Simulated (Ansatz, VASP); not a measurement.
SmN2O4: VASP beside Ansatz

```xyz
7
Lattice="10.4900 0.0000 0.0000 0.0000 10.4900 0.0000 0.0000 0.0000 14.9200" Properties=species:S:1:pos:R:3 pbc="T T T"
Sm    5.2442    5.2442    7.4598
O     5.9883    5.9883    9.7408
O     4.5000    4.5000    9.7408
O     5.2442    5.2442   10.4196
O     5.9883    4.5000    5.1788
N     4.5000    5.9883    5.1788
N     5.2442    5.2442    4.5000
```

Alike in both runs: task single point; functional PBE; k mesh 1 × 1 × 1; occupations gaussian, width 0.01 eV; collinear spin.

|  | VASP | Ansatz |
| --- | --- | --- |
| version | VASP 6.6.1 | Ansatz 0.2.0 |
| potentials or method | VASP PAW PBE potentials, release 64 (Sm, O, N), cutoff 520 eV | scalar-relativistic, plane waves, PAW |
| valence electrons in the cell | 50 | 50 |

Ansatz gave:

```
gap on the k mesh at the Fermi level (eV)                     : 0.15
rms of the force components (eV/Å)                            : 0.942
net moment per atom (μB)                                      : 0.86
size of the moment on the site where the two differ most (μB) : 5.70
```

Question: What did VASP give for the same quantities?

Answer: gap on the k mesh at the Fermi level (eV): 0.74; rms of the force components (eV/Å): 1.206; net moment per atom (μB): 0.86; size of the moment on the site where the two differ most (μB): 5.65.

Site moments also hang on the region over which each program counts them. One of these differences is far larger than is usual between the two programs; its cause wasn't traced. Ansatz's warnings: structure snapped to symmetry, symmetry narrowed by open shell.

Spin-orbit coupling is off throughout. Noted on VASP's run: the magnetic or orbital state may not be the lowest; the standard files for N, O and F lose accuracy on very short bonds.
